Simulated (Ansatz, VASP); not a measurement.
## One calculation of Te2Mo, two programs

File INCAR:

```
PREC = Accurate
ENCUT = 500
EDIFF = 1E-7
ISMEAR = 0
SIGMA = 0.1
LREAL = F
LASPH = T
NELM = 120
ALGO = Normal
ISIF = 3
LWAVE = F
LCHARG = F
GGA = PE
IVDW = 12
IBRION = 2
NSW = 100
EDIFFG = -0.05
GGA_COMPAT = F
NELMIN = 4
```

KPOINTS

```
regular mesh
0
Gamma
  6 6 2
```

File POSCAR:

```
Te2Mo
1.0
    3.5278560490     -0.0537061861      0.0580749165
   -1.7592256514      3.0619080930      0.0327853404
   -0.0063420623     -0.2027120387     13.9169750804
Te Mo
4 2
Direct
    0.3575761274      0.6574912111      0.6211409236
    0.6658486011      0.3177974937      0.1210088692
    0.3160407245      0.6321118187      0.8833696313
    0.6707495545      0.3210170948      0.3782634042
    0.3393774214      0.6615199145      0.2489576813
    0.6473433596      0.3442543870      0.7505319212
```

Input for Ansatz:

```yaml
crystal:
  lattice:
    - [3.527856049, -0.0537061861, 0.0580749165]
    - [-1.7592256514, 3.061908093, 0.0327853404]
    - [-0.0063420623, -0.2027120387, 13.9169750804]
  atoms:
    - { symbol: Te, position: [0.3575761274, 0.6574912111, 0.6211409236] }
    - { symbol: Te, position: [0.6658486011, 0.3177974937, 0.1210088692] }
    - { symbol: Te, position: [0.3160407245, 0.6321118187, 0.8833696313] }
    - { symbol: Te, position: [0.6707495545, 0.3210170948, 0.3782634042] }
    - { symbol: Mo, position: [0.3393774214, 0.6615199145, 0.2489576813] }
    - { symbol: Mo, position: [0.6473433596, 0.344254387, 0.7505319212] }
basis:
  ecutwfc: 420
kpoints:
  mp_grid: { grid: [6, 6, 2] }
hamiltonian:
  xc: pbe
  dispersion: d3bj
  pseudopotentials: { kind: paw }
scf:
  occupations: { method: gaussian, width: 0.1 }
output:
  forces: true
  stress: true
  eigenvalues: true
relax:
  adjacent_minimum: "off"
  f_tol: 0.05
  max_steps: 80
  cell: { stress_tol: 0.5 }
```

Alike in both runs: task relaxation of cell and atoms; functional PBE; dispersion D3(BJ); k mesh 6 × 6 × 2; occupations gaussian, width 0.1 eV; no spin polarisation.

|  | VASP | Ansatz |
| --- | --- | --- |
| version | VASP 6.6.1 | Ansatz 0.2.0 |
| potentials or method | VASP PAW PBE potentials, release 64 (Te, Mo_sv), cutoff 500 eV | scalar-relativistic, plane waves, PAW |
| valence electrons in the cell | 52 | 92 |

|  | VASP | Ansatz | Ansatz less VASP |
| --- | --- | --- | --- |
| gap on the k mesh at the Fermi level, each at its own relaxed structure (eV) | 0.70 | 0.71 | +0.009 |
| relaxed volume (Å³/atom) | 24.13 | 24.12 | -0.007 |
| relaxed length of the cell vector where the two differ most in proportion (Å) | 3.496 | 3.496 | -0.0006 |

VASP's potentials hold 52 valence electrons a cell and Ansatz's 92, so a difference there can come from the potentials and not from the codes. Ansatz's warnings: relaxed geometry near dispersion switch.

Spin-orbit coupling is off throughout.
